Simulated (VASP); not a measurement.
Wanted: the native input for a VASP 6.6.1 run.

* Task: single point
* Functional: PBE
* Potentials or basis: VASP PAW PBE potentials, release 64 (Ta_pv, H)
* Cutoff: 520 eV
* k mesh: 5 × 5 × 5
* Occupations: gaussian, width 0.2 eV
* Spin: no spin polarisation
* Dipole correction: no
* Further INCAR settings: ALGO = Normal; EDIFF = 1e-06; NBANDS = 32

The structure of Ta4H3 lies in POSCAR:

```
Ta4H3
1.0
   -2.2755075368      2.2755075368      3.8201095504
    2.2755075368     -2.2755075368      3.8201095504
    2.2755075368      2.2755075368     -3.8201095504
Ta H
4 3
Direct
    0.2377636726      0.2377636726      0.0000000000
    0.5000000000      0.0000000000      0.5000000000
    0.0000000000      0.5000000000      0.5000000000
    0.7622363274      0.7622363274      0.0000000000
    0.7500000000      0.2500000000      0.5000000000
    0.2500000000      0.7500000000      0.5000000000
    0.5000000000      0.5000000000      0.0000000000
```

The input as run:

INCAR

```
ALGO = Normal ; EDIFF = 1E-6
ENCUT = 520 ; GGA = PE
ISIF = 2 ; ISMEAR = 0
LASPH = True ; LCHARG = False
LREAL = False ; LWAVE = False
NBANDS = 32 ; NELM = 80
PREC = Accurate ; SIGMA = 0.2
```

KPOINTS

```
k-points
0
Gamma
  5 5 5
```

Potentials or basis: VASP PAW PBE potentials, release 64 (Ta_pv, H).

The run is started by

```console
$ cat potpaw_PBE.64/Ta_pv/POTCAR potpaw_PBE.64/H/POTCAR > POTCAR
$ mpirun -np 1 vasp_std > vasp.out
```

Results of the run:

```json
{"Pressure": "0.1 GPa", "Largest force": "0.007 eV/Å"}
```

Caveat: the k points lie up to 0.39 Å⁻¹ apart.

Run time: 39 s on 1 thread of Intel(R) Xeon(R) 6975P-C (Granite Rapids), with other jobs on the host, peak memory 0.25 GiB.
